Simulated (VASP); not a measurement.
A run of VASP 6.6.1 is set up as follows.

Contents of INCAR:

```
PREC = Accurate ; ENCUT = 500
EDIFF = 1E-6 ; ISMEAR = -1
SIGMA = 0.05 ; LREAL = False
LASPH = True ; NELM = 200
ALGO = Normal ; ISIF = 2
LWAVE = False ; LCHARG = False
ISPIN = 2 ; MAGMOM = 1.5 0
LORBIT = 11 ; LMAXMIX = 4
GGA = PE ; NBANDS = 20
GGA_COMPAT = False
```

Contents of KPOINTS:

```
Automatic mesh
0
Gamma
  11 11 11
```

Contents of POSCAR:

```
VSi
1.0
    0.0000000000      2.7086114939      2.7086114939
    2.7086114939      0.0000000000      2.7086114939
    2.7086114939      2.7086114939      0.0000000000
V Si
1 1
Direct
    0.0000000000      0.0000000000      0.0000000000
    0.2500000000      0.2500000000      0.2500000000
```

Potentials or basis: VASP PAW PBE potentials, release 64 (V_sv, Si).

Launch:

```sh
$ cat potpaw_PBE.64/V_sv/POTCAR potpaw_PBE.64/Si/POTCAR > POTCAR
$ mpirun -np 1 vasp_std > vasp.out
```

**Question.** Estimate the net moment.

**Answer.** 0.37 μB per cell.

**Question.** Predict the site moments.

**Answer.** V +0.35; Si -0.03 μB.

**Question.** Estimate the pressure.

**Answer.** 5.0 GPa.

Caveat: the cell stands under pressure.
